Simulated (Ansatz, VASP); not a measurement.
**One calculation of MgO, two programs**

```xyz
2
Lattice="0.0000 2.0324 2.0324 2.0324 0.0000 2.0324 2.0324 2.0324 0.0000" Properties=species:S:1:pos:R:3 pbc="T T T"
Mg    0.0000    0.0000    0.0000
O     2.0324    2.0324    2.0324
```

Alike in both runs: task single point; functional PBEsol; k mesh 10 × 10 × 10; no spin polarisation.

```csv
,VASP,Ansatz
version,VASP 6.6.1,Ansatz 0.2.0
potentials or method,"VASP PAW PBE potentials, release 64 (Mg, O), cutoff 600 eV","scalar-relativistic, plane waves, PAW"
occupations,"gaussian, width 0.01 eV",fixed
valence electrons in the cell,8,16
```

|  | VASP | Ansatz | Ansatz less VASP |
| --- | --- | --- | --- |
| gap on the k mesh at the Fermi level (eV) | 5.74 | 5.73 | -0.008 |
| least direct gap on the mesh (eV) | 5.74 | 5.73 | -0.008 |
| pressure (GPa) | 20.8 | 21.4 | +0.55 |

VASP's potentials were made for PBE, not for PBEsol. VASP's potentials hold 8 valence electrons a cell and Ansatz's 16, so a difference there can come from the potentials and not from the codes.
